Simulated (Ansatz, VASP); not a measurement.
## MnO2 in VASP and in Ansatz

```
CELL_PARAMETERS angstrom
2.85658 0.00000 0.00000
-1.42829 2.47387 0.00000
0.00000 0.00000 4.60137
ATOMIC_POSITIONS crystal
Mn 0.00000 0.00000 0.50000
O 0.33333 0.66667 0.70629
O 0.66667 0.33333 0.29371
```

Alike in both runs: task relaxation of cell and atoms; functional BLYP; dispersion D4; k mesh 11 × 11 × 6; occupations fermi-dirac, width 0.05 eV; collinear spin.

|  | VASP | Ansatz |
| --- | --- | --- |
| version | VASP 6.6.1 | Ansatz 0.2.0 |
| potentials or method | VASP PAW PBE potentials, release 64 (Mn_pv, O) | Ansatz PAW |
| plane-wave cutoff (eV) | 600 | 420 |
| valence electrons in the cell | 25 | 27 |

Ansatz gave:

- gap on the k mesh at the Fermi level, each at its own relaxed structure (eV): 0.75
- net moment per atom (μB): 1.00
- size of the moment on the site where the two differ most (μB): 2.50
- relaxed volume (Å³/atom): 10.47
- relaxed length of the cell vector where the two differ most in proportion (Å): 4.348

**Question.** What did VASP give for the same quantities?

**Answer.** gap on the k mesh at the Fermi level, each at its own relaxed structure (eV): 0.71; net moment per atom (μB): 1.00; size of the moment on the site where the two differ most (μB): 2.82; relaxed volume (Å³/atom): 10.44; relaxed length of the cell vector where the two differ most in proportion (Å): 4.319.

VASP's potentials were made for PBE, not for BLYP. Site moments also hang on the region over which each program counts them. VASP's potentials hold 25 valence electrons a cell and Ansatz's 27, so a difference there can come from the potentials and not from the codes.

Noted on Ansatz's run: odd divisions of the mesh miss points on the zone boundary, where band edges often lie, so the gap on the mesh can be too wide; the plane-wave basis is chosen anew once the cell has moved, so the energies of steps on either side of that aren't comparable.
